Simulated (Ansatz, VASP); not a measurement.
## HgTe in VASP and in Ansatz

File POSCAR:

```
HgTe
1.0
   -3.1053358708      3.1053358708      1.5899944314
    3.1053358708     -3.1053358708      1.5899944314
    3.1053358708      3.1053358708     -1.5899944314
Hg Te
1 1
Direct
    0.7500000000      0.2500000000      0.5000000000
    0.0000000000      0.0000000000      0.0000000000
```

INCAR.step1

```
SYSTEM = HgTe
PREC = Accurate
ENCUT = 520
ISMEAR = -1
SIGMA = 0.05
LREAL = .False.
LASPH = .True.
NELM = 100
NBANDS = 16
GGA = PE
ALGO = Normal
EDIFF = 1E-4
LWAVE = .True.
LCHARG = .False.
```

INCAR.step2

```
SYSTEM = HgTe
PREC = Accurate
ENCUT = 520
EDIFF = 1E-7
ISMEAR = -1
SIGMA = 0.05
LREAL = .False.
LASPH = .True.
NELM = 100
ALGO = Normal
ISIF = 2
LWAVE = .False.
LCHARG = .False.
METAGGA = R2SCAN
LMIXTAU = .True.
NBANDS = 16
ISTART = 1
```

File KPOINTS:

```
regular mesh
0
Gamma
  10 10 10
  0 0 0
```

input.yaml

```yaml
crystal:
  lattice:
    - [-3.1053358708, 3.1053358708, 1.5899944314]
    - [3.1053358708, -3.1053358708, 1.5899944314]
    - [3.1053358708, 3.1053358708, -1.5899944314]
  atoms:
    - { symbol: Hg, position: [0.75, 0.25, 0.5] }
    - { symbol: Te, position: [0.0, 0.0, 0.0] }
hamiltonian:
  xc: r2scan
  pseudopotentials: { kind: paw }
kpoints:
  mp_grid: { grid: [10, 10, 10] }
scf:
  occupations: { method: fermi_dirac, width: 0.05 }
output:
  forces: true
  stress: true
  eigenvalues: true
```

Alike in both runs: task single point; functional r2SCAN; k mesh 10 × 10 × 10; occupations fermi-dirac, width 0.05 eV; no spin polarisation.

```csv
,VASP,Ansatz
version,VASP 6.6.1,Ansatz 0.2.0
potentials or method,"VASP PAW PBE potentials, release 64 (Hg, Te)",Ansatz PAW
plane-wave cutoff (eV),520,500
valence electrons in the cell,18,36
```

Ansatz gave:

| Item | Value |
| --- | --- |
| gap on the k mesh at the Fermi level (eV) | none |
| pressure (GPa) | -3.1 |
| traceless stress, the component that is largest in VASP (GPa) | 2.44 |

**Question.** Which values does VASP return?

**Answer.** gap on the k mesh at the Fermi level (eV): none; pressure (GPa): -3.1; traceless stress, the component that is largest in VASP (GPa): 2.43.

VASP's potentials were made for PBE, not for r2SCAN. A gap of «none» marks a metal or a gap that the smearing closes. With one functional, cell and mesh, what is left measures potentials, basis and numerics. VASP's potentials hold 18 valence electrons a cell and Ansatz's 36, so a difference there can come from the potentials and not from the codes.

Neither program's run includes spin-orbit coupling.
